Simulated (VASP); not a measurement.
# Si: single point with PBE

Crystal: Si.

```
Si
1.0
     0.00000    2.72185    2.72185
     2.72185    0.00000    2.72185
     2.72185    2.72185    0.00000
Si
2
Direct
  0.28674 0.28674 0.21326
  0.00000 0.00000 0.00000
```

| Property | Result |
| --- | --- |
| Program | VASP 6.6.1 |
| Task | single point |
| Functional | PBE |
| Potentials or basis | VASP PAW PBE potentials, release 64 (Si) |
| Cutoff | 500 eV |
| k mesh | 1 × 5 × 3, shifted |
| Occupations | gaussian, width 0.1 eV |
| Spin | no spin polarisation |

```
Pressure               : 10.6 GPa
Largest force          : 3.066 eV/Å
Band gap on the k mesh : 0.72 eV (least direct gap 2.00 eV)
```

Forces in eV/Å, atoms in the order of the input:
```
Si  -0.312 -0.650 -2.980
Si   0.312  0.650  2.980
```

Stress tensor (GPa, compression positive):
```
 8.87 -8.45 -2.79
-8.45 12.85  8.43
-2.79  8.43 10.23
```

Levels at points of the mesh, in eV from the valence-band top:
```tsv
k point	band 1	band 2	band 3	band 4	band 5	band 6	band 7	band 8
(0.00, 0.00, 0.50)	-9.90	-6.56	-1.90	-0.72	1.28	2.45	3.67	7.41
```

It took 8.2 s on 1 thread of Intel Xeon 8259CL, with other jobs on the host, peak memory 0.14 GiB.

Caveat: the cell stands under pressure; semilocal functionals underestimate gaps, and a narrow one can read as zero; a shifted mesh leaves out Γ, where band edges can lie; forces of over 1 eV/Å act on the atoms, so gaps and moduli don't describe the material at rest. A k mesh can miss the band edges.
